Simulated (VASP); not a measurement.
Here is a VASP 6.6.1 calculation.

File INCAR:

```
  ALGO = Fast
  EDIFF = 1E-6
  ENCUT = 520
  GGA = PE
  ISIF = 2
  ISMEAR = 0
  LASPH = T
  LCHARG = F
  LREAL = F
  LWAVE = F
  NBANDS = 20
  NELM = 80
  PREC = Accurate
  SIGMA = 0.05
```

The input KPOINTS:

```
k-points
0
Gamma
  15 15 8
```

File POSCAR:

```
Tc
1.0
    2.7937391334      0.0000000000      0.0000000000
   -1.3968695667      2.4194490611      0.0000000000
    0.0000000000      0.0000000000      4.4842571930
Tc
2
Direct
    0.3333333333      0.6666666667      0.2500000000
    0.6666666667      0.3333333333      0.7500000000
```

Potentials or basis: VASP PAW PBE potentials, release 64 (Tc_pv).

Command:

```sh
$ cat potpaw_PBE.64/Tc_pv/POTCAR > POTCAR
$ mpirun -np 1 vasp_std > vasp.out
```

(1) Estimate the pressure.

(2) What does it give for the band gap on the k mesh?

Answers

(1) -13.7 GPa.

(2) zero (band 13 reaches 13.13 eV, above the bottom of band 14 at 10.16 eV).
